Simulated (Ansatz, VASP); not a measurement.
One calculation of Al2Cu, two programs

```xyz
3
Lattice="4.1052 0.0000 0.0000 0.0000 4.1052 0.0000 0.0000 0.0000 2.8913" Properties=species:S:1:pos:R:3 pbc="T T T"
Cu    0.0000    0.0000    0.0000
Al    0.0000    2.0526    1.4457
Al    2.0526    0.0000    1.4457
```

Alike in both runs: functional PBEsol; k mesh 4 × 4 × 5; occupations fermi-dirac, width 0.05 eV; no spin polarisation.

```csv
,VASP,Ansatz
version,VASP 6.6.1,Ansatz 0.2.0
potentials or method,"VASP PAW PBE potentials, release 64 (Cu, Al)",Ansatz PAW
plane-wave cutoff (eV),520,420
valence electrons in the cell,17,25
task,single point,band structure
```

|  | VASP | Ansatz | Ansatz less VASP |
| --- | --- | --- | --- |
| gap on the k mesh at the Fermi level (eV) | none | none | - |
| pressure (GPa) | -1.8 | -2.2 | -0.45 |
| traceless stress, the component that is largest in VASP (GPa) | -0.92 | -0.94 | -0.015 |

VASP's potentials were made for PBE, not for PBEsol. A gap of «none» marks a metal or a gap that the smearing closes. VASP's potentials hold 17 valence electrons a cell and Ansatz's 25, so a difference there can come from the potentials and not from the codes.

The k mesh is coarse, so the values compare programs but aren't converged.
